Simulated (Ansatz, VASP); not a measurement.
## C in VASP and in Ansatz

Contents of INCAR:

```
SYSTEM = C
PREC     = Accurate       ! precision mode
ENCUT    = 600            ! plane-wave cutoff, eV
EDIFF    = 1E-7           ! SCF threshold, eV
ISMEAR   = -1             ! smearing method
SIGMA    = 0.1            ! smearing width, eV
LREAL    = .FALSE.        ! projectors in reciprocal space
LASPH    = .TRUE.         ! aspherical terms in the spheres
NELM     = 120            ! most SCF steps
ALGO     = Normal         ! electronic algorithm
ISIF     = 3              ! what is computed and relaxed
LWAVE    = .FALSE.        ! write WAVECAR
LCHARG   = .FALSE.        ! write CHGCAR
GGA      = B5             ! functional
ALDAX    = 1.0          
AGGAX    = 1.0          
AGGAC    = 1.0          
ALDAC    = 0.0          
IBRION   = 2              ! ionic algorithm
NSW      = 80             ! ionic steps
EDIFFG   = -0.01          ! ionic threshold
GGA_COMPAT= .FALSE.      
NELMIN   = 4
```

KPOINTS

```
Automatic mesh
0
G
  18 18 18
  0 0 0
```

POSCAR

```
C
1.0
    0.0000000000      1.4900140304      1.4900140304
    1.4900140304      0.0000000000      1.4900140304
    1.4900140304      1.4900140304      0.0000000000
C
1
Direct
    0.0000000000      0.0000000000      0.0000000000
```

Input for Ansatz:

```yaml
crystal:
  lattice:
    - [0.0, 1.4900140304, 1.4900140304]
    - [1.4900140304, 0.0, 1.4900140304]
    - [1.4900140304, 1.4900140304, 0.0]
  atoms:
    - { symbol: C, position: [0.0, 0.0, 0.0] }
hamiltonian:
  xc: blyp
  pseudopotentials:
    kind: paw
    azcp:
      C: "pseudopotentials/C.paw.azcp"
basis:
  ecutwfc: 420
  fft_grid_basis: typed
kpoints:
  mp_grid: { grid: [18, 18, 18], shift: [0, 0, 0] }
magnetization:
  spin_polarized: false
scf:
  occupations: { method: fermi_dirac, width: 0.1 }
relax:
  max_steps: 60
  f_tol: 0.01
  cell: {}
output:
  write_density: true
  write_potential: true
  elf: true
  volumetric_format: npy
```

Alike in both runs: task relaxation of cell and atoms; functional BLYP; k mesh 18 × 18 × 18; occupations fermi-dirac, width 0.1 eV; no spin polarisation.

```csv
,VASP,Ansatz
version,VASP 6.6.1,Ansatz 0.2.0
potentials or method,"VASP PAW PBE potentials, release 64 (C), cutoff 600 eV","plane waves (420 eV) with PAW, scalar-relativistic"
valence electrons in the cell,4,4
```

```tsv
	VASP	Ansatz	Ansatz less VASP
relaxed volume (Å³/atom)	8.22	8.22	+0.005
relaxed cell length with the largest relative difference (Å)	2.265	2.266	+0.0005
```

VASP's potentials were made for PBE, not for BLYP.

Noted on VASP's run: the volume moved by over 15 % at a fixed basis, so the end points are rough.
